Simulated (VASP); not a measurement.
# TaN in VASP: single point with PBE+D3(BJ)

Aim: the single point of TaN with PBE+D3(BJ).

Everything below comes from runs of VASP 6.6.1. Logs are shortened: lines on timing, memory, paths and dates and some standing lists are left out, and cuts for length are marked.

### Step 1. The cell of the first run

The cell holds a wire or tube with vacuum around it, 2 atoms: a = 9.900 Å, b = 9.300 Å, c = 3.256 Å, α = 90.00°, β = 90.00°, γ = 90.00°.

### Step 2. Single point, PBE+D3(BJ), collinear spin, ferromagnetic start

Input file INCAR:

```
SYSTEM = TaN
ALGO = Normal
EDIFF = 1E-6
ENCUT = 520
GGA = PE
GGA_COMPAT = .FALSE.
ISIF = 2
ISMEAR = 0
ISPIN = 2
ISYM = 0
IVDW = 12
LASPH = .TRUE.
LCHARG = .FALSE.
LMAXMIX = 4
LORBIT = 11
LREAL = .FALSE.
LWAVE = .FALSE.
MAGMOM = 1.5 0.5
NBANDS = 19
NELM = 200
PREC = Accurate
SIGMA = 0.05
```

Input file KPOINTS:

```
k-points
0
G
  1 1 18
  0 0 0
```

Input file POSCAR:

```
TaN
1.0
    9.9000000000      0.0000000000      0.0000000000
    0.0000000000      9.3000000000      0.0000000000
    0.0000000000      0.0000000000      3.2560036823
Ta N
1 1
Direct
    0.4530986964      0.5000000000      0.0000000000
    0.5469013036      0.5000000000      0.5000000000
```

Potentials or basis: VASP PAW PBE potentials, release 64 (Ta_pv, N).

On the command line:

```console
$ cat potpaw_PBE.64/Ta_pv/POTCAR potpaw_PBE.64/N/POTCAR > POTCAR
$ mpirun -np 1 vasp_std > vasp.out
```

OUTCAR:

```text
SYSTEM = TaN
   EDIFF = 1E-6
   ENCUT = 520
   GGA = PE
   ISIF = 2
   ISMEAR = 0
   ISPIN = 2
   ISYM = 0
   IVDW = 12
   LASPH = .TRUE.
   LORBIT = 11
   LREAL = .FALSE.
   NELM = 200
   PREC = Accurate
 IVDW          = 12

 ion  position               nearest neighbor table
   1  0.453  0.500  0.000-   2 1.87   2 1.87
   2  0.547  0.500  0.500-   1 1.87   1 1.87

IMPORTANT INFORMATION: All symmetrisations will be switched off!
NOSYMM: (Re-)initialisation of all symmetry stuff for point group C_1.

----------------------------------------------------------------------------------------

                                     Primitive cell

  volume of cell :     299.7803

  direct lattice vectors                    reciprocal lattice vectors
     9.900000000  0.000000000  0.000000000     0.101010101  0.000000000  0.000000000
     0.000000000  9.300000000  0.000000000     0.000000000  0.107526882  0.000000000
     0.000000000  0.000000000  3.256003682     0.000000000  0.000000000  0.307124960

  length of vectors
     9.900000000  9.300000000  3.256003682     0.101010101  0.107526882  0.307124960

  position of ions in fractional coordinates (direct lattice)
     0.453098696  0.500000000  0.000000000
     0.546901304  0.500000000  0.500000000

  ion indices of the primitive-cell ions
   primitive index   ion index
                 1           1
                 2           2

----------------------------------------------------------------------------------------

 KPOINTS: k-points

Automatic generation of k-mesh.
 Grid dimensions read from file:
 generate k-points for:    1    1   18

 Generating k-lattice:

  Cartesian coordinates                     Fractional coordinates (reciprocal lattice)
     0.101010101  0.000000000  0.000000000     1.000000000  0.000000000  0.000000000
     0.000000000  0.107526882  0.000000000     0.000000000  1.000000000  0.000000000
     0.000000000  0.000000000  0.017062498     0.000000000  0.000000000  0.055555556

  Length of vectors
     0.101010101  0.107526882  0.017062498

  Shift w.r.t. Gamma in fractional coordinates (k-lattice)
     0.000000000  0.000000000  0.000000000

 Subroutine IBZKPT returns following result:
 ===========================================

 Found     10 irreducible k-points:

 Following reciprocal coordinates:
            Coordinates               Weight
  0.000000  0.000000  0.000000      1.000000
  0.000000  0.000000  0.055556      2.000000
  0.000000  0.000000  0.111111      2.000000
  0.000000  0.000000  0.166667      2.000000
  0.000000  0.000000  0.222222      2.000000
  0.000000  0.000000  0.277778      2.000000
  0.000000  0.000000  0.333333      2.000000
  0.000000  0.000000  0.388889      2.000000
  0.000000  0.000000  0.444444      2.000000
  0.000000  0.000000  0.500000      1.000000
   k-points           NKPTS =     10   k-points in BZ     NKDIM =     10   number of bands    NBANDS=     19
   number of dos      NEDOS =    301   number of ions     NIONS =      2
   total plane-waves  NPLWV = 134400
   dimension x,y,z NGX =    80 NGY =   70 NGZ =   24
   dimension x,y,z NGXF=   160 NGYF=  140 NGZF=   48
   ions per type =               1   1
   NGX,Y,Z   is equivalent  to a cutoff of  13.43, 12.51, 12.25 a.u.
   NGXF,Y,Z  is equivalent  to a cutoff of  26.87, 25.03, 24.51 a.u.
 SYSTEM =  TaN
   PREC   = accura    normal or accurate (medium, high low for compatibility)
   ISTART =      0    job   : 0-new  1-cont  2-samecut
   ICHARG =      2    charge: 1-file 2-atom 10-const
   ISPIN  =      2    spin polarized calculation?
   LNONCOLLINEAR =      F non collinear calculations
   LSORBIT =      F    spin-orbit coupling
   LASPH  =      T    aspherical Exc in radial PAW
   ENCUT  =  520.0 eV  38.22 Ry    6.18 a.u.  18.41 17.29  6.05*2*pi/ulx,y,z
   NELM   =    200;   NELMIN=  2; NELMDL= -5     # of ELM steps
   EDIFF  = 0.1E-05   stopping-criterion for ELM
   LREAL  =      F    real-space projection
   EDIFFG = 0.1E-04   stopping-criterion for IOM
   NSW    =      0    number of steps for IOM
   IBRION =     -1    ionic relax: 0-MD 1-quasi-New 2-CG
   NFREE  =      0    steps in history (QN), initial steepest desc. (CG)
   ISIF   =      2    stress and relaxation
   ISYM   =      0    0-nonsym 1-usesym 2-fastsym
   POTIM  = 0.5000    time-step for ionic-motion
   TEBEG  =    0.0;   TEEND  =   0.0 temperature during run
   PSTRESS=    0.0 pullay stress
   NELECT =      16.0000    total number of electrons
   NUPDOWN=      -1.0000    fix difference up-down
   EMIN   =  10.00;   EMAX   =-10.00  energy-range for DOS
   EFERMI =   0.00;   METHOD = LEGACY
   ISMEAR =     0;   SIGMA  =   0.05  broadening in eV -4-tet -1-fermi 0-gaus
   EFERMI_NEDOS =   21; number of points for ismear=-14 and -15
   IALGO  =     38    algorithm
   IMIX   =      4    mixing-type and parameters
     AMIX     =   0.40;   BMIX     =  1.00
     AMIX_MAG =   1.60;   BMIX_MAG =  1.00
  volume/ion in A,a.u.               =     149.89      1011.51
  Fermi-wavevector in a.u.,A,eV,Ry     =   0.616378  1.164786  5.169151  0.379922
  Thomas-Fermi vector in A             =   1.674085
   LORBIT       =     11    0 simple, 1 ext, 2 COOP (PROOUT), +10 PAW based schemes
   GGA     = PE    functional components
   LHFCALC =     F    Hartree Fock is set to
   AEXX    =    0.0000 exact exchange contribution
   IVDW    =    12    specifies the selected vdW correction
   LEPSILON=     F    determine dielectric tensor
   LRPA    =     F    only Hartree local field effects (RPA)
 spin polarized calculation
 Gauss-broadening in eV      SIGMA  =   0.05
  energy-cutoff  :      520.00
  volume of cell :      299.78
 maximum number of plane-waves:      8104
 NGX is ok and might be reduce to    80
   NGX = 37   NGY = 35   NGZ = 13

 number of electron      16.0000000 magnetization       1.2222538

 Free energy of the ion-electron system (eV)
  ---------------------------------------------------
  ext. energy  EPLUGINS =         0.00000000
  ---------------------------------------------------
  free energy    TOTEN  =       -17.13705622 eV

  energy without entropy =      -17.13463253  energy(sigma->0) =      -17.13584437

 E-fermi :  -3.5629     XC(G=0):  -2.5136

 val. band max:       -3.5730196225   @ k =   0.0000   0.0000   0.3889
 cond. band min:      -3.4815084182   @ k =   0.0000   0.0000   0.4444
 fundamental gap:      0.0915112043
 Fermi energy:        -3.5629395162

 spin component 1

 k-point     1 :       0.0000    0.0000    0.0000
  band No.  band energies     occupation
      1     -39.2895      1.00000
      2     -39.1929      1.00000
      3     -38.9489      1.00000
      4     -17.9971      1.00000
      5      -8.1279      1.00000
      6      -8.1201      1.00000
[... 11 lines left out ...]
     18       2.6589      0.00000
     19       3.0926      0.00000

 k-point     2 :       0.0000    0.0000    0.0556
  band No.  band energies     occupation
      1     -39.2887      1.00000
      2     -39.1921      1.00000
      3     -38.9603      1.00000
      4     -17.9564      1.00000
      5      -8.3363      1.00000
      6      -7.8826      1.00000
[... 11 lines left out ...]
     18       2.6981      0.00000
     19       2.9959      0.00000

 k-point     3 :       0.0000    0.0000    0.1111
  band No.  band energies     occupation
      1     -39.2863      1.00000
      2     -39.1899      1.00000
      3     -38.9930      1.00000
      4     -17.8400      1.00000
      5      -8.5057      1.00000
      6      -7.6140      1.00000
[... 125 lines left out ...]
  band No.  band energies     occupation
      1     -39.3133      1.00000
      2     -39.2521      1.00000
      3     -39.1675      1.00000
      4     -16.8146      1.00000
      5      -7.8957      1.00000
      6      -7.6950      1.00000
[... 11 lines left out ...]
     18       4.2919      0.00000
     19       4.4309      0.00000

 k-point    10 :       0.0000    0.0000    0.5000
  band No.  band energies     occupation
      1     -39.3227      1.00000
      2     -39.2524      1.00000
      3     -39.1667      1.00000
      4     -16.7838      1.00000
      5      -7.8057      1.00000
      6      -7.7281      1.00000
[... 11 lines left out ...]
     18       4.1778      0.00000
     19       4.7145      0.00000
 Fermi energy:        -3.5629395162

 spin component 2

 k-point     1 :       0.0000    0.0000    0.0000
  band No.  band energies     occupation
      1     -38.8800      1.00000
      2     -38.6143      1.00000
      3     -38.4030      1.00000
      4     -18.0586      1.00000
      5      -8.1010      1.00000
      6      -8.0137      1.00000
[... 11 lines left out ...]
     18       2.8469      0.00000
     19       3.0871      0.00000

 k-point     2 :       0.0000    0.0000    0.0556
  band No.  band energies     occupation
      1     -38.8792      1.00000
      2     -38.6259      1.00000
      3     -38.4022      1.00000
      4     -18.0186      1.00000
      5      -8.2641      1.00000
      6      -7.8212      1.00000
[... 11 lines left out ...]
     18       2.8831      0.00000
     19       3.0196      0.00000

 k-point     3 :       0.0000    0.0000    0.1111
  band No.  band energies     occupation
      1     -38.8771      1.00000
      2     -38.6589      1.00000
      3     -38.3999      1.00000
      4     -17.9043      1.00000
      5      -8.4222      1.00000
      6      -7.5636      1.00000
[... 126 lines left out ...]
      1     -38.9865      1.00000
      2     -38.8417      1.00000
      3     -38.3768      1.00000
      4     -16.8963      1.00000
      5      -7.8216      1.00000
      6      -7.5141      1.00000
[... 11 lines left out ...]
     18       4.5720      0.00000
     19       4.6411      0.00000

 k-point    10 :       0.0000    0.0000    0.5000
  band No.  band energies     occupation
      1     -38.9969      1.00000
      2     -38.8412      1.00000
      3     -38.3760      1.00000
      4     -16.8659      1.00000
      5      -7.7366      1.00000
      6      -7.5449      1.00000
[... 11 lines left out ...]
     18       4.4716      0.00000
     19       4.8630      0.00000

------------------------ aborting loop because EDIFF is reached ----------------------------------------

 Edisp (eV)   -0.09154

 E8    (eV) :    -0.0416

  FORCE on cell =-STRESS in cart. coord.  units (eV):
  Direction    XX          YY          ZZ          XY          YZ          ZX
  --------------------------------------------------------------------------------------
  -------------------------------------------------------------------------------------
  Total       0.06289    -0.06840     0.22750    -0.00000    -0.00000     0.00000
  in kB       0.33614    -0.36558     1.21588    -0.00000    -0.00000     0.00000
  external pressure =        0.40 kB  Pullay stress =        0.00 kB

 VOLUME and BASIS-vectors are now :
 -----------------------------------------------------------------------------
  energy-cutoff  :      520.00
  volume of cell :      299.78
      direct lattice vectors                 reciprocal lattice vectors
     9.900000000  0.000000000  0.000000000     0.101010101  0.000000000  0.000000000
     0.000000000  9.300000000  0.000000000     0.000000000  0.107526882  0.000000000
     0.000000000  0.000000000  3.256003682     0.000000000  0.000000000  0.307124960

 POSITION                                       TOTAL-FORCE (eV/Angst)
 -----------------------------------------------------------------------------------
      4.48568      4.65000      0.00000        -0.128452     -0.000000     -0.000000
      5.41432      4.65000      1.62800         0.128452      0.000000      0.000000
 -----------------------------------------------------------------------------------
    total drift:                                0.000116      0.000000      0.000000

  FREE ENERGIE OF THE ION-ELECTRON SYSTEM (eV)
  ---------------------------------------------------
  free  energy   TOTEN  =       -17.2285989397 eV

  energy  without entropy=      -17.2261752514  energy(sigma->0) =      -17.22738710

 total charge

# of ion       s       p       d       tot
------------------------------------------
    1        0.413   6.142   2.342   8.897
    2        1.298   2.443   0.000   3.741
--------------------------------------------------
tot          1.711   8.585   2.342  12.638

 magnetization (x)

# of ion       s       p       d       tot
------------------------------------------
    1        0.069   0.005   0.741   0.815
    2       -0.005  -0.065   0.000  -0.070
--------------------------------------------------
tot          0.064  -0.059   0.741   0.745
```

Run time: 5 min. Hardware: 1 thread of AMD EPYC 7R43 (Zen 3), shared host; peak memory 0.47 GiB.

Results:

- Free energy: -17.2286 eV
- Largest force: 0.128 eV/Å
- Net moment: 1.22 μB per cell
- Site moments: Ta +0.81; N -0.07 μB
- Valence electrons inside the program's atomic spheres: Ta 8.90; N 3.74
- Dispersion energy per atom: -0.046 eV

Forces on the atoms (eV/Å):
```
Ta  -0.128  0.000  0.000
N    0.128  0.000  0.000
```

Levels at points of the mesh, in eV from the Fermi level:
Spin up:
| k point | band 7 | band 8 | band 9 | band 10 | band 11 | band 12 |
| --- | --- | --- | --- | --- | --- | --- |
| (0.00, 0.00, 0.00) | -3.07 | -1.46 | 0.17 | 0.27 | 1.33 | 3.92 |
| (0.00, 0.00, 0.50) | -1.63 | -0.31 | 0.12 | 0.21 | 1.04 | 3.40 |
Spin down:
```tsv
k point	band 5	band 6	band 7	band 8	band 9	band 10
(0.00, 0.00, 0.00)	-4.54	-4.45	-2.92	-0.60	0.78	1.35
(0.00, 0.00, 0.50)	-4.17	-3.98	-1.68	0.38	0.87	1.34
```

Caveat: three body term missing; spin-orbit coupling is left out, which moves the levels of the heavy elements.
